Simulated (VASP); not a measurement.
# NaCl (I4/mmm) in VASP: single point with HSE06

Aim: the single point of NaCl with HSE06.

All numbers are computed with VASP 6.6.1; they aren't measurements. Logs are shortened: lines on timing, memory, paths and dates and some standing lists are left out, and cuts for length are marked.

**1. The cell of the first run**

Symmetry: I4/mmm, No. 139, tetragonal system. Conventional cell: a = 4.128 Å, b = 4.128 Å, c = 5.605 Å, α = 90.00°, β = 90.00°, γ = 90.00°. Na (site symmetry 4/mmm) has 6 Cl at 2.80 to 2.92 Å within 3.7 Å. Within 3.7 Å of Cl (site symmetry 4/mmm) lie 6 Na at 2.80 to 2.92 Å.

**2. Single point, HSE06 (biaxial xy strain +4.2%)**

Input file POSCAR:

```
NaCl
1.0
    0.0000000000      2.9190453386      2.8027319622
    2.9190453386      0.0000000000      2.8027319622
    2.9190453386      2.9190453386      0.0000000000
Na Cl
1 1
Direct
    0.0000000000      0.0000000000      0.0000000000
    0.5000000000      0.5000000000      0.5000000000
```

Input file INCAR.step1:

```
  PREC = Accurate
  ENCUT = 520
  EDIFF = 1E-5
  ISMEAR = 0
  SIGMA = 0.01
  LREAL = False
  LASPH = True
  NELM = 80
  ALGO = Normal
  ISIF = 2
  LWAVE = True
  LCHARG = False
  NBANDS = 14
  GGA = PE
```

Input file INCAR.step2:

```
  PREC = Accurate
  ENCUT = 520
  EDIFF = 1E-6
  ISMEAR = 0
  SIGMA = 0.01
  LREAL = False
  LASPH = True
  NELM = 80
  ALGO = Normal
  ISIF = 2
  LWAVE = False
  LCHARG = False
  GGA = PE
  LHFCALC = True
  HFSCREEN = 0.2079
  PRECFOCK = Normal
  NBANDS = 14
  ISTART = 1
```

Input file KPOINTS:

```
regular mesh
0
Gamma
  6 6 6
```

Potentials or basis: VASP PAW PBE potentials, release 64 (Na_pv, Cl).

On the command line:

```bash
> cat potpaw_PBE.64/Na_pv/POTCAR potpaw_PBE.64/Cl/POTCAR > POTCAR
> cp INCAR.step1 INCAR
> mpirun -np 1 vasp_std > vasp.out
> cp INCAR.step2 INCAR
> mpirun -np 1 vasp_std > vasp.out
```

OUTCAR:

```text
PREC = Accurate
   ENCUT = 520
   EDIFF = 1E-6
   ISMEAR = 0
   LREAL = False
   LASPH = True
   NELM = 80
   ISIF = 2
   GGA = PE
   LHFCALC = True
   HFSCREEN = 0.2079
   PRECFOCK = Normal
   ISTART = 1

 ion  position               nearest neighbor table
   1  0.000  0.000  0.000-
   2  0.500  0.500  0.500-

  LATTYP: Found a body centered tetragonal cell.
 ALAT       =     4.1281535070
 C/A-ratio  =     1.3578622779

  Lattice vectors:

 A1 = (   0.0000000000,  -2.9190453386,  -2.8027319622)
 A2 = (   0.0000000000,   2.9190453386,  -2.8027319622)
 A3 = (   2.9190453386,   0.0000000000,   2.8027319622)

Analysis of symmetry for initial positions (statically):
=====================================================================
 Subroutine PRICEL returns:
 Original cell was already a primitive cell.

 Routine SETGRP: Setting up the symmetry group for a
 body centered tetragonal supercell.

 Subroutine GETGRP returns: Found 16 space group operations
 (whereof 16 operations were pure point group operations)
 out of a pool of 16 trial point group operations.

The static configuration has the point symmetry D_4h.

Analysis of symmetry for dynamics (positions and initial velocities):
=====================================================================
 Subroutine PRICEL returns:
 Original cell was already a primitive cell.

 Routine SETGRP: Setting up the symmetry group for a
 body centered tetragonal supercell.

 Subroutine GETGRP returns: Found 16 space group operations
 (whereof 16 operations were pure point group operations)
 out of a pool of 16 trial point group operations.

The dynamic configuration has the point symmetry D_4h.

 Subroutine INISYM returns: Found 16 space group operations
 (whereof 16 operations are pure point group operations),
 and found     1 'primitive' translations

----------------------------------------------------------------------------------------

                                     Primitive cell

  volume of cell :      47.7632

  direct lattice vectors                    reciprocal lattice vectors
     0.000000000  2.919045339  2.802731962    -0.171288878  0.171288878  0.178397366
     2.919045339  0.000000000  2.802731962     0.171288878 -0.171288878  0.178397366
     2.919045339  2.919045339  0.000000000     0.171288878  0.171288878 -0.178397366

  length of vectors
     4.046743399  4.046743399  4.128153507     0.300841120  0.300841120  0.300841120

  position of ions in fractional coordinates (direct lattice)
     0.000000000  0.000000000  0.000000000
     0.500000000  0.500000000  0.500000000

  ion indices of the primitive-cell ions
   primitive index   ion index
                 1           1
                 2           2

----------------------------------------------------------------------------------------

 KPOINTS: regular mesh

Automatic generation of k-mesh.
 Grid dimensions read from file:
 generate k-points for:    6    6    6

 Generating k-lattice:

  Cartesian coordinates                     Fractional coordinates (reciprocal lattice)
    -0.028548146  0.028548146  0.029732894     0.166666667  0.000000000  0.000000000
     0.028548146 -0.028548146  0.029732894     0.000000000  0.166666667  0.000000000
     0.028548146  0.028548146 -0.029732894    -0.000000000 -0.000000000  0.166666667

  Length of vectors
     0.050140187  0.050140187  0.050140187

  Shift w.r.t. Gamma in fractional coordinates (k-lattice)
     0.000000000  0.000000000  0.000000000

 Subroutine IBZKPT returns following result:
 ===========================================

 Found     30 irreducible k-points:

 Following reciprocal coordinates:
            Coordinates               Weight
  0.000000  0.000000  0.000000      1.000000
  0.166667  0.000000  0.000000      8.000000
  0.333333 -0.000000  0.000000      8.000000
  0.500000 -0.000000  0.000000      4.000000
  0.166667  0.166667  0.000000      2.000000
  0.333333  0.166667  0.000000      8.000000
[... 16 lines left out ...]
  0.333333  0.000000  0.333333      4.000000
  0.500000  0.000000  0.333333     16.000000
 [... further k-points ...]
   k-points           NKPTS =     30   k-points in BZ     NKDIM =    216   number of bands    NBANDS=     14
   number of dos      NEDOS =    301   number of ions     NIONS =      2
   total plane-waves  NPLWV =  28800
   dimension x,y,z NGX =    30 NGY =   30 NGZ =   32
   dimension x,y,z NGXF=    60 NGYF=   60 NGZF=   64
   ions per type =               1   1
   NGX,Y,Z   is equivalent  to a cutoff of  12.32, 12.32, 12.89 a.u.
   NGXF,Y,Z  is equivalent  to a cutoff of  24.65, 24.65, 25.77 a.u.
 SYSTEM =  unknown system
   PREC   = accura    normal or accurate (medium, high low for compatibility)
   ISTART =      1    job   : 0-new  1-cont  2-samecut
   ICHARG =      0    charge: 1-file 2-atom 10-const
   ISPIN  =      1    spin polarized calculation?
   LNONCOLLINEAR =      F non collinear calculations
   LSORBIT =      F    spin-orbit coupling
   LASPH  =      T    aspherical Exc in radial PAW
   ENCUT  =  520.0 eV  38.22 Ry    6.18 a.u.   7.52  7.52  7.68*2*pi/ulx,y,z
   NELM   =     80;   NELMIN=  2; NELMDL=  0     # of ELM steps
   EDIFF  = 0.1E-05   stopping-criterion for ELM
   LREAL  =      F    real-space projection
   EDIFFG = 0.1E-04   stopping-criterion for IOM
   NSW    =      0    number of steps for IOM
   IBRION =     -1    ionic relax: 0-MD 1-quasi-New 2-CG
   NFREE  =      0    steps in history (QN), initial steepest desc. (CG)
   ISIF   =      2    stress and relaxation
   ISYM   =      3    0-nonsym 1-usesym 2-fastsym
   POTIM  = 0.5000    time-step for ionic-motion
   TEBEG  =    0.0;   TEEND  =   0.0 temperature during run
   PSTRESS=    0.0 pullay stress
   NELECT =      14.0000    total number of electrons
   NUPDOWN=      -1.0000    fix difference up-down
   EMIN   =  10.00;   EMAX   =-10.00  energy-range for DOS
   EFERMI =   0.00;   METHOD = LEGACY
   ISMEAR =     0;   SIGMA  =   0.01  broadening in eV -4-tet -1-fermi 0-gaus
   EFERMI_NEDOS =   21; number of points for ismear=-14 and -15
   IALGO  =     38    algorithm
   IMIX   =      1    mixing-type and parameters
     AMIX     =   0.40;   BMIX     =  1.00
     AMIX_MAG =   1.60;   BMIX_MAG =  1.00
  volume/ion in A,a.u.               =      23.88       161.16
  Fermi-wavevector in a.u.,A,eV,Ry     =   1.087476  2.055032 16.090311  1.182604
  Thomas-Fermi vector in A             =   2.223636
   LORBIT       =      0    0 simple, 1 ext, 2 COOP (PROOUT), +10 PAW based schemes
   GGA     = PE    functional components
   LHFCALC =     T    Hartree Fock is set to
   PRECFOCK=normal    Normal, Fast or Accurate (Low or Medium for compatibility)
   ENCUT4O =  -1.0   cutoff for four orbital integrals eV
   NKREDX  =     1    reduce k-point grid by
   NKREDY  =     1    reduce k-point grid by
   NKREDZ  =     1    reduce k-point grid by
   AEXX    =    0.2500 exact exchange contribution
   HFSCREEN=    0.2079 screening length (either q_TF or 0.3 A-1)
   HFSCREENC=   0.2079 screening length for correlation (either q_TF or 0.3 A-1)
   ENCUTFOCK=  -1.0 apply spherical cutoff to Coloumb kernel
   IVDW    =     0    specifies the selected vdW correction
   LEPSILON=     F    determine dielectric tensor
   LRPA    =     F    only Hartree local field effects (RPA)
 non-spin polarized calculation
 Gauss-broadening in eV      SIGMA  =   0.01
  energy-cutoff  :      520.00
  volume of cell :       47.76
 maximum number of plane-waves:      1307
  NGX = 24; NGY = 24; NGZ = 24

 number of electron      13.9999990 magnetization

 Free energy of the ion-electron system (eV)
  ---------------------------------------------------
  ext. energy  EPLUGINS =         0.00000000
  ---------------------------------------------------
  free energy    TOTEN  =        -7.86395392 eV

  energy without entropy =       -7.86395392  energy(sigma->0) =       -7.86395392

 E-fermi :  -1.9927     XC(G=0):  -6.5873

 val. band max:       -2.0558164381   @ k =   0.0000   0.0000   0.0000
 cond. band min:       4.1547391538   @ k =   0.0000   0.0000   0.0000
 fundamental gap:      6.2105555919
 Fermi energy:        -1.9926951370

 k-point     1 :       0.0000    0.0000    0.0000
  band No.  band energies     occupation
      1     -25.0825      2.00000
      2     -25.0825      2.00000
      3     -25.0778      2.00000
      4     -15.7787      2.00000
      5      -2.0999      2.00000
      6      -2.0558      2.00000
      7      -2.0558      2.00000
      8       4.1547      0.00000
      9      10.3688      0.00000
     10      10.3688      0.00000
     11      10.6567      0.00000
     12      12.4430      0.00000
     13      12.9492      0.00000
     14      13.9215      0.00000

 k-point     2 :       0.1667    0.0000    0.0000
  band No.  band energies     occupation
      1     -25.0865      2.00000
      2     -25.0829      2.00000
      3     -25.0790      2.00000
      4     -15.7061      2.00000
      5      -2.6301      2.00000
      6      -2.1388      2.00000
      7      -2.1301      2.00000
      8       4.9427      0.00000
      9       9.5971      0.00000
     10      10.6006      0.00000
     11      10.8569      0.00000
     12      12.1457      0.00000
     13      12.4864      0.00000
     14      14.9786      0.00000
[... 343 lines left out ...]
      1     -25.0936      2.00000
      2     -25.0859      2.00000
      3     -25.0824      2.00000
      4     -15.5184      2.00000
      5      -3.3999      2.00000
      6      -2.5542      2.00000
      7      -2.4409      2.00000
      8       6.7008      0.00000
      9       7.8862      0.00000
     10       9.5736      0.00000
     11      12.4757      0.00000
     12      12.7303      0.00000
     13      14.0954      0.00000
     14      17.8278      0.00000

 k-point    24 :       0.5000    0.0000    0.3333
  band No.  band energies     occupation
      1     -25.0953      2.00000
      2     -25.0879      2.00000
      3     -25.0837      2.00000
      4     -15.4481      2.00000
      5      -3.5464      2.00000
      6      -2.8242      2.00000
      7      -2.5383      2.00000
      8       7.1713      0.00000
      9       7.9552      0.00000
     10       9.5658      0.00000
     11      12.3514      0.00000
     12      13.1929      0.00000
     13      15.6067      0.00000
     14      16.3967      0.00000

 [... further k-points ...]

------------------------ aborting loop because EDIFF is reached ----------------------------------------

  FORCE on cell =-STRESS in cart. coord.  units (eV):
  Direction    XX          YY          ZZ          XY          YZ          ZX
  --------------------------------------------------------------------------------------
  -------------------------------------------------------------------------------------
  Total       -0.4545831     -0.4545831     -0.0890073      0.0000000      0.0000000      0.0000000
  in kB      -15.2486237    -15.2486237     -2.9856771      0.0000000      0.0000000      0.0000000
  external PRESSURE =     -11.1609748 kB  Pullay stress =       0.0000000 kB

 VOLUME and BASIS-vectors are now :
 -----------------------------------------------------------------------------
  energy-cutoff  :      520.00
  volume of cell :       47.76
      direct lattice vectors                 reciprocal lattice vectors
     0.000000000  2.919045339  2.802731962    -0.171288878  0.171288878  0.178397366
     2.919045339  0.000000000  2.802731962     0.171288878 -0.171288878  0.178397366
     2.919045339  2.919045339  0.000000000     0.171288878  0.171288878 -0.178397366

 POSITION                                       TOTAL-FORCE (eV/Angst)
 -----------------------------------------------------------------------------------
      0.00000      0.00000      0.00000         0.000000      0.000000     -0.000000
      2.91905      2.91905      2.80273         0.000000      0.000000      0.000000
 -----------------------------------------------------------------------------------
    total drift:                                0.000000      0.000000      0.000000

  FREE ENERGIE OF THE ION-ELECTRON SYSTEM (eV)
  ---------------------------------------------------
  free  energy   TOTEN  =        -7.8639539172 eV

  energy  without entropy=       -7.8639539172  energy(sigma->0) =       -7.86395392
```

It took 33 min on 1 thread of AMD EPYC 7R13 (Zen 3), shared host; peak memory 0.26 GiB.

What came out:

* Free energy: -7.8640 eV
* Pressure: -1.1 GPa
* Band gap on the k mesh: 6.21 eV

Stress tensor (GPa, compression positive):
```
-1.52  0.00  0.00
 0.00 -1.52  0.00
 0.00  0.00 -0.30
```

Levels at points of the mesh, in eV from the valence-band top:
```csv
k point,band 5,band 6,band 7,band 8,band 9,band 10
"(0.00, 0.00, 0.00)",-0.04,0.00,0.00,6.21,12.42,12.42
"(0.50, 0.00, 0.00)",-1.86,-0.28,-0.24,8.48,11.69,12.11
"(0.50, 0.50, 0.00)",-1.61,-0.65,-0.65,8.79,9.31,12.66
"(0.50, 0.00, 0.50)",-1.62,-0.63,-0.50,8.78,9.48,12.27
```

Caveat: the cell differs from its parent crystal (biaxial xy strain +4.2%); the PAW data sets were made with another functional, which shifts forces and pressure a little.
